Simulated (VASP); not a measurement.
Crystal: Sb2Se3.

```xyz
5
Lattice="4.4735 0.0000 0.0000 0.0000 4.4735 0.0000 0.0000 0.0000 6.5889" Properties=species:S:1:pos:R:3 pbc="T T T"
Sb    0.0000    0.0000    4.7515
Sb    2.2368    2.2368    1.9095
Se    2.2368    0.0000    6.5459
Se    0.0000    2.2368    6.5459
Se    0.0000    0.0000    1.7931
```

The cell was generated, and may not be a known phase.

| Item | Value |
| --- | --- |
| Program | VASP 6.6.1 |
| Task | relaxation of cell and atoms |
| Functional | PBE |
| Potentials or basis | VASP PAW PBE potentials, release 64 (Sb, Se) |
| Cutoff | 500 eV |
| k mesh | 3 × 3 × 2 |
| Occupations | gaussian, width 0.15 eV |
| Spin | no spin polarisation |

At the start: pressure 4.8 GPa; volume 26.37 Å³/atom.

Problem. How do energy, volume and symmetry change on relaxing?

Solution. Over 28 steps the energy falls by 414.3 meV/atom and the volume is 35.01 Å³/atom (+32.8 %); space group P4mm (No. 99, to 0.1 Å) before and after.

Step by step:
```tsv
step	energy change (eV)	largest force (eV/Å)	pressure (GPa)	volume (Å³)
1	0.0000	1.0636	4.83	131.86
2	-0.4774	1.9544	-1.29	147.51
3	-0.5242	2.1471	-3.20	154.90
4	-0.8022	2.1103	-3.68	158.35
5	-1.0242	2.0357	-3.90	163.17
6	-1.0585	1.9844	-3.87	164.95
7	-1.3486	1.5832	-1.55	156.06
8	-1.4479	1.0424	1.57	147.55
9	-1.5554	0.7904	1.55	148.46
10	-1.7181	0.5709	1.93	151.07
11	-1.7860	0.6865	-0.48	159.50
12	-1.7863	0.6938	-0.63	160.08
13	-1.8252	0.6090	-0.50	160.55
14	-1.9015	0.3489	0.03	161.95
15	-1.8318	0.8779	1.61	164.66
16	-1.9174	0.3883	0.38	162.60
17	-1.9558	0.4584	0.08	166.63
18	-1.9648	0.7142	-0.02	169.51
19	-1.9844	0.7419	-0.15	171.67
20	-2.0074	0.8179	-0.40	176.41
21	-2.0351	0.2261	-0.33	175.65
22	-2.0371	0.2453	-0.27	175.38
23	-2.0459	0.1514	0.12	173.82
24	-2.0490	0.1448	0.54	172.27
25	-2.0565	0.1364	0.41	172.81
26	-2.0683	0.2202	0.05	174.41
27	-2.0688	0.2452	-0.04	174.80
28	-2.0714	0.0745	-0.18	175.06
```

Final structure:
```
CELL_PARAMETERS angstrom
5.23734 0.00000 0.00000
0.00000 5.23734 0.00000
0.00000 0.00000 6.38207
ATOMIC_POSITIONS crystal
Sb 0.00000 0.00000 0.79651
Sb 0.50000 0.50000 0.15023
Se 0.50000 0.00000 0.95684
Se 0.00000 0.50000 0.95684
Se 0.00000 0.00000 0.40958
```

Caveat: the k points lie up to 0.49 Å⁻¹ apart in the final cell, too coarse for converged energies and pressures of a metal; the volume moved by over 15 % at a fixed basis, so the end points are rough; the relaxation stopped at a loose force limit of 0.08 eV/Å, so its end isn't a converged minimum.
